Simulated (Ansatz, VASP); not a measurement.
# Ta in VASP and in Ansatz

The input INCAR:

```
PREC = Accurate
ENCUT = 520
EDIFF = 1E-6
ISMEAR = 0
SIGMA = 0.1
LREAL = F
LASPH = T
NELM = 100
ALGO = Normal
ISIF = 2
LWAVE = F
LCHARG = T
GGA = PS
LELF = T
LVHAR = T
NBANDS = 18
```

KPOINTS

```
regular mesh
0
Gamma
  14 14 7
```

The input POSCAR:

```
Ta
1.0
    2.9003720000      0.0000000000      0.0000000000
   -1.4501860000      2.5117960000      0.0000000000
    0.0000000000      0.0000000000      5.1834949133
Ta
2
Direct
    0.6666666667      0.3333333333      0.7500000000
    0.3333333333      0.6666666667      0.2500000000
```

Input for Ansatz:

```yaml
crystal:
  lattice:
    - [2.900372, 0.0, 0.0]
    - [-1.450186, 2.511796, 0.0]
    - [0.0, 0.0, 5.183494913333333]
  atoms:
    - { symbol: Ta, position: [0.6666666666666666, 0.3333333333333333, 0.75] }
    - { symbol: Ta, position: [0.3333333333333333, 0.6666666666666666, 0.25] }
basis:
  ecutwfc: 557.833418042754
kpoints:
  mp_grid:
    grid: [14, 14, 7]
hamiltonian:
  xc: pbesol
scf:
  occupations:
    method: gaussian
    width: 0.1
output:
  stress: true
```

Alike in both runs: task single point; functional PBEsol; k mesh 14 × 14 × 7; occupations gaussian, width 0.1 eV; no spin polarisation.

|  | VASP | Ansatz |
| --- | --- | --- |
| version | VASP 6.6.1 | Ansatz 0.2.0 |
| potentials or method | VASP PAW PBE potentials, release 64 (Ta_pv), cutoff 520 eV | plane waves, PAW |
| valence electrons in the cell | 22 | 26 |

|  | VASP | Ansatz | Ansatz less VASP |
| --- | --- | --- | --- |
| pressure (GPa) | -7.4 | -7.5 | -0.09 |
| traceless stress, the component that is largest in VASP (GPa) | -0.71 | -0.72 | -0.008 |

VASP's potentials were made for PBE, not for PBEsol. With one functional, cell and mesh, what is left measures potentials, basis and numerics. VASP's potentials hold 22 valence electrons a cell and Ansatz's 26, so a difference there can come from the potentials and not from the codes.

Spin-orbit coupling is off throughout.
